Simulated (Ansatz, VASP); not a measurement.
# ZrH4 in VASP and in Ansatz

```
CELL_PARAMETERS angstrom
3.20731 0.00000 0.00000
-1.60365 2.77761 0.00000
0.00000 0.00000 4.09853
ATOMIC_POSITIONS crystal
Zr 0.00000 0.00000 0.50000
H 0.33333 0.66667 0.75518
H 0.33333 0.66667 0.24482
H 0.66667 0.33333 0.24482
H 0.66667 0.33333 0.75518
```

Alike in both runs: functional PBE; k mesh 6 × 6 × 4; occupations gaussian, width 0.1 eV; no spin polarisation.

Ansatz relaxed the structure, and its values are those at the end. VASP's run is a single point on that final structure, the one shown.

|  | VASP | Ansatz |
| --- | --- | --- |
| version | VASP 6.6.1 | Ansatz 0.2.0 |
| potentials or method | VASP PAW PBE potentials, release 64 (Zr_sv, H), cutoff 520 eV | scalar-relativistic, plane waves, PAW |
| valence electrons in the cell | 16 | 16 |

Ansatz gave:

- gap on the k mesh at the Fermi level (eV): none
- pressure (GPa): 0.0
- rms of the force components (eV/Å): 0.003

Problem. What did VASP give for the same quantities?

Solution. gap on the k mesh at the Fermi level (eV): none; pressure (GPa): -0.1; rms of the force components (eV/Å): 0.005.

A gap of «none» marks a metal or a gap that the smearing closes.

The k mesh is coarse, so the values compare programs but aren't converged.
